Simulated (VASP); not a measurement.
# BN (P6_3/mmc) in VASP: further runs, part 2 of 2

VASP 6.6.1.

## 4. Single point, r2SCAN (strain along c alone, the other axes held: +6.0 %)

Contents of POSCAR:

```
BN
1.0
    2.5009264718      0.0000000000      0.0000000000
   -1.2504632359      2.1658658576      0.0000000000
    0.0000000000      0.0000000000      7.2867184603
B N
2 2
Direct
    0.3333333333      0.6666666667      0.2500000000
    0.6666666667      0.3333333333      0.7500000000
    0.3333333333      0.6666666667      0.7500000000
    0.6666666667      0.3333333333      0.2500000000
```

Contents of INCAR.step1:

```
PREC = Accurate
ENCUT = 520
ISMEAR = 0
SIGMA = 0.02
LREAL = F
LASPH = T
NELM = 60
NBANDS = 16
GGA = PE
ALGO = Normal
EDIFF = 1E-4
LWAVE = T
LCHARG = F
```

Contents of INCAR.step2:

```
PREC = Accurate
ENCUT = 520
EDIFF = 1E-6
ISMEAR = 0
SIGMA = 0.02
LREAL = F
LASPH = T
NELM = 60
ALGO = Normal
ISIF = 2
LWAVE = F
LCHARG = F
METAGGA = R2SCAN
LMIXTAU = T
NBANDS = 16
ISTART = 1
```

Contents of KPOINTS:

```
Automatic mesh
0
Gamma
  12 12 4
```

Potentials or basis: VASP PAW PBE potentials, release 64 (B, N).

Launch:

```
> cat potpaw_PBE.64/B/POTCAR potpaw_PBE.64/N/POTCAR > POTCAR
> cp INCAR.step1 INCAR
> mpirun -np 1 vasp_std > vasp.out
> cp INCAR.step2 INCAR
> mpirun -np 1 vasp_std > vasp.out
```

OUTCAR:

```text
PREC = Accurate
   ENCUT = 520
   EDIFF = 1E-6
   ISMEAR = 0
   LREAL = F
   LASPH = T
   NELM = 60
   ISIF = 2
   METAGGA = R2SCAN
   ISTART = 1

 ion  position               nearest neighbor table
   1  0.333  0.667  0.250-   4 1.44   4 1.44   4 1.44
   2  0.667  0.333  0.750-   3 1.44   3 1.44   3 1.44
   3  0.333  0.667  0.750-   2 1.44   2 1.44   2 1.44
   4  0.667  0.333  0.250-   1 1.44   1 1.44   1 1.44

  LATTYP: Found a hexagonal cell.
 ALAT       =     2.5009264718
 C/A-ratio  =     2.9136076340

  Lattice vectors:

 A1 = (   2.5009264718,   0.0000000000,   0.0000000000)
 A2 = (  -1.2504632359,   2.1658658576,   0.0000000000)
 A3 = (   0.0000000000,   0.0000000000,   7.2867184603)

Analysis of symmetry for initial positions (statically):
=====================================================================
 Subroutine PRICEL returns:
 Original cell was already a primitive cell.

[... 170 lines left out ...]
  ext. energy  EPLUGINS =         0.00000000
  ---------------------------------------------------
  free energy    TOTEN  =       -38.59009659 eV

  energy without entropy =      -38.59009659  energy(sigma->0) =      -38.59009659

 E-fermi :   1.4519     XC(G=0): -10.1154

 val. band max:        1.3142025913   @ k =   0.3333   0.3333   0.5000
 cond. band min:       6.3282618208   @ k =   0.5000  -0.0000   0.0000
 fundamental gap:      5.0140592294
 Fermi energy:         1.4518993003

 k-point     1 :       0.0000    0.0000    0.0000
  band No.  band energies     occupation
      1     -17.4363      2.00000
      2     -17.2993      2.00000
      3      -4.7315      2.00000
      4      -3.3655      2.00000
      5      -0.0388      2.00000
      6      -0.0388      2.00000
[... 433 lines left out ...]
      3      -5.8616      2.00000
      4      -5.8390      2.00000
      5      -2.3899      2.00000
      6      -2.3719      2.00000
[... 8 lines left out ...]
     15      18.6583      0.00000
     16      20.5771      0.00000

 [... further k-points ...]
[... 5 lines left out ...]
  --------------------------------------------------------------------------------------
  -------------------------------------------------------------------------------------
  Total        0.1542218      0.1542218     -0.2551587      0.0000000      0.0000000      0.0000000
  in kB        6.2602518      6.2602518    -10.3575363      0.0000000      0.0000000      0.0000000
  external PRESSURE =       0.7209891 kB  Pullay stress =       0.0000000 kB

 VOLUME and BASIS-vectors are now :
 -----------------------------------------------------------------------------
  energy-cutoff  :      520.00
  volume of cell :       39.47
      direct lattice vectors                 reciprocal lattice vectors
     2.500926472  0.000000000  0.000000000     0.399851819  0.230854556  0.000000000
    -1.250463236  2.165865858  0.000000000     0.000000000  0.461709111  0.000000000
     0.000000000  0.000000000  7.286718460     0.000000000  0.000000000  0.137235987

 POSITION                                       TOTAL-FORCE (eV/Angst)
 -----------------------------------------------------------------------------------
     -0.00000      1.44391      1.82168        -0.000000     -0.000000      0.000000
      1.25046      0.72196      5.46504        -0.000000      0.000000      0.000000
     -0.00000      1.44391      5.46504        -0.000000      0.000000      0.000000
      1.25046      0.72196      1.82168         0.000000     -0.000000      0.000000
 -----------------------------------------------------------------------------------
    total drift:                               -0.000000      0.000000      0.000000

  FREE ENERGIE OF THE ION-ELECTRON SYSTEM (eV)
  ---------------------------------------------------
  free  energy   TOTEN  =       -38.5900965894 eV

  energy  without entropy=      -38.5900965894  energy(sigma->0) =      -38.59009659
```

Wall time 2 min (1 thread of Intel Xeon Platinum 8259CL at 2.50GHz (Skylake/Cascade Lake), shared host); peak memory 0.16 GiB.

Results:

```yaml
Free_energy: -38.5901 eV
Pressure: 0.1 GPa
Band_gap_on_the_k_mesh: 5.01 eV, indirect (least direct gap 5.39 eV)
```

Stress tensor (GPa, compression positive):
```
 0.63  0.00  0.00
 0.00  0.63  0.00
 0.00  0.00 -1.04
```

Levels at points of the mesh, in eV from the valence-band top:
```
           k point  band 4  band 5  band 6  band 7  band 8  band 9  band 10  band 11  band 12  band 13
(0.00, 0.00, 0.00)   -4.68   -1.35   -1.35   -1.34   -1.34    5.07     9.79    12.36    12.36    12.42
(0.50, 0.00, 0.00)   -9.24   -4.29   -4.26   -1.22   -0.62    5.01     5.99    10.18    10.75    12.87
(0.00, 0.00, 0.50)   -5.42   -1.35   -1.35   -1.35   -1.35    7.05     7.05    12.39    12.39    12.39
(0.50, 0.00, 0.50)   -9.25   -4.28   -4.28   -0.92   -0.92    5.38     5.38    10.60    10.60    13.79
```

Caveat: the cell differs from its parent crystal (strain along c alone, the other axes held: +6.0 %); the PAW data sets were made with another functional, which shifts forces and pressure a little. A k mesh can miss the band edges.

## 5. Single point, r2SCAN

This run uses another cell than the first one, of 6.93 Å³/atom, 0.729 times its volume.

Contents of POSCAR:

```
BN
1.0
    2.4622113775      0.0000000000      0.0000000000
   -1.2311056887      2.1323376024      0.0000000000
    0.0000000000      0.0000000000      5.2767837078
B N
2 2
Direct
    0.3333333333      0.6666666667      0.2500000000
    0.6666666667      0.3333333333      0.7500000000
    0.3333333333      0.6666666667      0.7500000000
    0.6666666667      0.3333333333      0.2500000000
```

Contents of INCAR.step1:

```
SYSTEM = BN
PREC = Accurate
ENCUT = 520
ISMEAR = 0
SIGMA = 0.02
LREAL = .False.
LASPH = .True.
NELM = 100
NBANDS = 16
GGA = PE
ALGO = Normal
EDIFF = 1E-4
LWAVE = .True.
LCHARG = .False.
```

Contents of INCAR.step2:

```
SYSTEM = BN
PREC = Accurate
ENCUT = 520
EDIFF = 1E-7
ISMEAR = 0
SIGMA = 0.02
LREAL = .False.
LASPH = .True.
NELM = 100
ALGO = Normal
ISIF = 2
LWAVE = .False.
LCHARG = .True.
METAGGA = R2SCAN
LMIXTAU = .True.
LELF = .True.
LVHAR = .True.
NBANDS = 16
ISTART = 1
```

Contents of KPOINTS:

```
Automatic mesh
0
Gamma
  12 12 4
  0 0 0
```

Potentials or basis: VASP PAW PBE potentials, release 64 (B, N).

Launch:

```
> cat potpaw_PBE.64/B/POTCAR potpaw_PBE.64/N/POTCAR > POTCAR
> cp INCAR.step1 INCAR
> mpirun -np 1 vasp_std > vasp.out
> cp INCAR.step2 INCAR
> mpirun -np 1 vasp_std > vasp.out
```

OUTCAR:

```text
SYSTEM = BN
   PREC = Accurate
   ENCUT = 520
   EDIFF = 1E-7
   ISMEAR = 0
   LREAL = .False.
   LASPH = .True.
   NELM = 100
   ISIF = 2
   METAGGA = R2SCAN
   ISTART = 1

 ion  position               nearest neighbor table
   1  0.333  0.667  0.250-   4 1.42   4 1.42   4 1.42
   2  0.667  0.333  0.750-   3 1.42   3 1.42   3 1.42
   3  0.333  0.667  0.750-   2 1.42   2 1.42   2 1.42
   4  0.667  0.333  0.250-   1 1.42   1 1.42   1 1.42

  LATTYP: Found a hexagonal cell.
 ALAT       =     2.4622113775
 C/A-ratio  =     2.1431075155

  Lattice vectors:

 A1 = (   2.4622113775,   0.0000000000,   0.0000000000)
 A2 = (  -1.2311056887,   2.1323376024,   0.0000000000)
 A3 = (   0.0000000000,   0.0000000000,   5.2767837078)

Analysis of symmetry for initial positions (statically):
=====================================================================
 Subroutine PRICEL returns:
 Original cell was already a primitive cell.

 Routine SETGRP: Setting up the symmetry group for a
 hexagonal supercell.

 Subroutine GETGRP returns: Found 24 space group operations
 (whereof 12 operations were pure point group operations)
 out of a pool of 24 trial point group operations.

The static configuration has the point symmetry D_3d.
 The point group associated with its full space group is D_6h.

Analysis of symmetry for dynamics (positions and initial velocities):
=====================================================================
 Subroutine PRICEL returns:
 Original cell was already a primitive cell.

 Routine SETGRP: Setting up the symmetry group for a
 hexagonal supercell.

 Subroutine GETGRP returns: Found 24 space group operations
 (whereof 12 operations were pure point group operations)
 out of a pool of 24 trial point group operations.

The dynamic configuration has the point symmetry D_3d.
 The point group associated with its full space group is D_6h.

 Subroutine INISYM returns: Found 24 space group operations
 (whereof 12 operations are pure point group operations),
 and found     1 'primitive' translations

----------------------------------------------------------------------------------------

                                     Primitive cell

  volume of cell :      27.7045

  direct lattice vectors                    reciprocal lattice vectors
     2.462211378  0.000000000  0.000000000     0.406138973  0.234484445  0.000000000
    -1.231105689  2.132337602  0.000000000     0.000000000  0.468968891  0.000000000
     0.000000000  0.000000000  5.276783708     0.000000000  0.000000000  0.189509378

  length of vectors
     2.462211378  2.462211377  5.276783708     0.468968891  0.468968891  0.189509378

  position of ions in fractional coordinates (direct lattice)
     0.333333333  0.666666667  0.250000000
     0.666666667  0.333333333  0.750000000
     0.333333333  0.666666667  0.750000000
     0.666666667  0.333333333  0.250000000

  ion indices of the primitive-cell ions
   primitive index   ion index
                 1           1
                 2           2
                 3           3
                 4           4

----------------------------------------------------------------------------------------

 KPOINTS: Automatic mesh

Automatic generation of k-mesh.
 Grid dimensions read from file:
 generate k-points for:   12   12    4

 Generating k-lattice:

  Cartesian coordinates                     Fractional coordinates (reciprocal lattice)
     0.033844914  0.019540370  0.000000000     0.083333333 -0.000000000  0.000000000
     0.000000000  0.039080741  0.000000000     0.000000000  0.083333333  0.000000000
     0.000000000  0.000000000  0.047377345     0.000000000  0.000000000  0.250000000

  Length of vectors
     0.039080741  0.039080741  0.047377345

  Shift w.r.t. Gamma in fractional coordinates (k-lattice)
     0.000000000  0.000000000  0.000000000

 Subroutine IBZKPT returns following result:
 ===========================================

 Found     57 irreducible k-points:

 Following reciprocal coordinates:
            Coordinates               Weight
  0.000000  0.000000  0.000000      1.000000
  0.083333  0.000000  0.000000      6.000000
  0.166667  0.000000  0.000000      6.000000
  0.250000  0.000000  0.000000      6.000000
  0.333333  0.000000  0.000000      6.000000
  0.416667 -0.000000  0.000000      6.000000
[... 16 lines left out ...]
  0.250000  0.000000  0.250000     12.000000
  0.333333  0.000000  0.250000     12.000000
 [... further k-points ...]
   k-points           NKPTS =     57   k-points in BZ     NKDIM =     57   number of bands    NBANDS=     16
   number of dos      NEDOS =    301   number of ions     NIONS =      4
   total plane-waves  NPLWV =  12960
   dimension x,y,z NGX =    18 NGY =   18 NGZ =   40
   dimension x,y,z NGXF=    36 NGYF=   36 NGZF=   80
   ions per type =               2   2
   NGX,Y,Z   is equivalent  to a cutoff of  12.15, 12.15, 12.60 a.u.
   NGXF,Y,Z  is equivalent  to a cutoff of  24.31, 24.31, 25.20 a.u.
 SYSTEM =  BN
   PREC   = accura    normal or accurate (medium, high low for compatibility)
   ISTART =      1    job   : 0-new  1-cont  2-samecut
   ICHARG =      0    charge: 1-file 2-atom 10-const
   ISPIN  =      1    spin polarized calculation?
   LNONCOLLINEAR =      F non collinear calculations
   LSORBIT =      F    spin-orbit coupling
   LASPH  =      T    aspherical Exc in radial PAW
   ENCUT  =  520.0 eV  38.22 Ry    6.18 a.u.   4.58  4.58  9.81*2*pi/ulx,y,z
   NELM   =    100;   NELMIN=  2; NELMDL=  0     # of ELM steps
   EDIFF  = 0.1E-06   stopping-criterion for ELM
   LREAL  =      F    real-space projection
   EDIFFG = 0.1E-05   stopping-criterion for IOM
   NSW    =      0    number of steps for IOM
   IBRION =     -1    ionic relax: 0-MD 1-quasi-New 2-CG
   NFREE  =      0    steps in history (QN), initial steepest desc. (CG)
   ISIF   =      2    stress and relaxation
   ISYM   =      2    0-nonsym 1-usesym 2-fastsym
   POTIM  = 0.5000    time-step for ionic-motion
   TEBEG  =    0.0;   TEEND  =   0.0 temperature during run
   PSTRESS=    0.0 pullay stress
   NELECT =      16.0000    total number of electrons
   NUPDOWN=      -1.0000    fix difference up-down
   EMIN   =  10.00;   EMAX   =-10.00  energy-range for DOS
   EFERMI =   0.00;   METHOD = LEGACY
   ISMEAR =     0;   SIGMA  =   0.02  broadening in eV -4-tet -1-fermi 0-gaus
   EFERMI_NEDOS =   21; number of points for ismear=-14 and -15
   IALGO  =     38    algorithm
   IMIX   =      4    mixing-type and parameters
     AMIX     =   0.40;   BMIX     =  1.00
     AMIX_MAG =   1.60;   BMIX_MAG =  1.00
  volume/ion in A,a.u.               =       6.93        46.74
  Fermi-wavevector in a.u.,A,eV,Ry     =   1.363320  2.576302 25.288370  1.858643
  Thomas-Fermi vector in A             =   2.489734
   LORBIT       =      0    0 simple, 1 ext, 2 COOP (PROOUT), +10 PAW based schemes
   METAGGA = R2SCAN    functional components
   LHFCALC =     F    Hartree Fock is set to
   AEXX    =    0.0000 exact exchange contribution
   IVDW    =     0    specifies the selected vdW correction
   LEPSILON=     F    determine dielectric tensor
   LRPA    =     F    only Hartree local field effects (RPA)
 non-spin polarized calculation
 Gauss-broadening in eV      SIGMA  =   0.02
  energy-cutoff  :      520.00
  volume of cell :       27.70
 maximum number of plane-waves:       764
   NGX =  9   NGY =  9   NGZ = 19

 number of electron      15.9999998 magnetization

 Free energy of the ion-electron system (eV)
  ---------------------------------------------------
  ext. energy  EPLUGINS =         0.00000000
  ---------------------------------------------------
  free energy    TOTEN  =       -38.10468753 eV

  energy without entropy =      -38.10468753  energy(sigma->0) =      -38.10468753

 E-fermi :   4.9331     XC(G=0): -12.4092

 val. band max:        4.7458036338   @ k =   0.2500   0.2500   0.0000
 cond. band min:       9.3329365490   @ k =   0.5000   0.0000   0.2500
 fundamental gap:      4.5871329152
 Fermi energy:         4.9331016977

 k-point     1 :       0.0000    0.0000    0.0000
  band No.  band energies     occupation
      1     -15.2475      2.00000
      2     -13.9043      2.00000
      3      -3.6077      2.00000
      4       2.1050      2.00000
      5       3.0043      2.00000
      6       3.0043      2.00000
[... 8 lines left out ...]
     15      18.9346      0.00000
     16      19.1429      0.00000
[... 420 lines left out ...]
  band No.  band energies     occupation
      1     -12.8597      2.00000
      2     -12.1471      2.00000
      3      -3.1066      2.00000
      4      -2.7094      2.00000
      5       0.1385      2.00000
      6       0.5242      2.00000
[... 8 lines left out ...]
     15      24.2985      0.00000
     16      24.7854      0.00000

 [... further k-points ...]
[... 5 lines left out ...]
  --------------------------------------------------------------------------------------
  -------------------------------------------------------------------------------------
  Total        4.4951484      4.4951484      4.2639581      0.0000000      0.0000000      0.0000000
  in kB      259.9585000    259.9585000    246.5885594      0.0000000      0.0000000      0.0000000
  external PRESSURE =     255.5018531 kB  Pullay stress =       0.0000000 kB

 VOLUME and BASIS-vectors are now :
 -----------------------------------------------------------------------------
  energy-cutoff  :      520.00
  volume of cell :       27.70
      direct lattice vectors                 reciprocal lattice vectors
     2.462211378  0.000000000  0.000000000     0.406138973  0.234484445  0.000000000
    -1.231105689  2.132337602  0.000000000     0.000000000  0.468968891  0.000000000
     0.000000000  0.000000000  5.276783708     0.000000000  0.000000000  0.189509378

 POSITION                                       TOTAL-FORCE (eV/Angst)
 -----------------------------------------------------------------------------------
     -0.00000      1.42156      1.31920        -0.000000     -0.000000      0.000000
      1.23111      0.71078      3.95759         0.000000      0.000000      0.000000
     -0.00000      1.42156      3.95759        -0.000000     -0.000000      0.000000
      1.23111      0.71078      1.31920        -0.000000     -0.000000      0.000000
 -----------------------------------------------------------------------------------
    total drift:                               -0.000000      0.000000     -0.000000

  FREE ENERGIE OF THE ION-ELECTRON SYSTEM (eV)
  ---------------------------------------------------
  free  energy   TOTEN  =       -38.1046875318 eV

  energy  without entropy=      -38.1046875318  energy(sigma->0) =      -38.10468753
```

Run time: 50 s. Hardware: 1 thread of Intel Xeon 6975P-C (Granite Rapids), shared host; peak memory 0.14 GiB.

Results:

* Free energy: -38.1047 eV
* Pressure: 25.6 GPa
* Band gap on the k mesh: 4.59 eV, indirect (least direct gap 5.08 eV)

Levels at points of the mesh, in eV from the valence-band top:
```csv
k point,band 5,band 6,band 7,band 8,band 9,band 10,band 11,band 12
"(0.00, 0.00, 0.00)",-1.74,-1.74,-1.46,-1.46,8.05,12.06,12.06,12.71
"(0.50, 0.00, 0.00)",-4.90,-4.46,-2.99,-0.39,4.82,7.94,10.32,11.02
"(0.00, 0.00, 0.50)",-1.60,-1.60,-1.60,-1.60,11.73,11.73,12.37,12.37
"(0.50, 0.00, 0.50)",-4.68,-4.68,-1.31,-1.31,5.20,5.20,10.96,10.96
```

Caveat: the PAW data sets were made with another functional, which shifts forces and pressure a little. A k mesh can miss the band edges.

## 6. Summary

| cell | gap on the mesh (eV) | pressure (GPa) |
| --- | --- | --- |
| a = 2.501, b = 2.501, c = 7.012 Å, angles 90.0, 90.0, 120.0°, 4 atoms | 4.96 | 0.2 |
| a = 2.501, b = 2.501, c = 7.149 Å, angles 90.0, 90.0, 120.0°, 4 atoms | 4.98 | 0.1 |
| a = 2.501, b = 2.501, c = 7.287 Å, angles 90.0, 90.0, 120.0°, 4 atoms | 5.01 | 0.1 |
| a = 2.462, b = 2.462, c = 5.277 Å, angles 90.0, 90.0, 120.0°, 4 atoms | 4.59 | 25.6 |

Alike in all rows: task single point; level r2SCAN; potentials or basis VASP PAW PBE potentials, release 64 (B, N); no spin polarisation; k mesh 12 × 12 × 4; cutoff (eV) 520; smearing gaussian 0.02 eV.

Caveats: the PAW data sets were made with another functional, which shifts forces and pressure a little.

Total energies depend on the potentials used, so only differences within one code and one set of settings carry meaning.
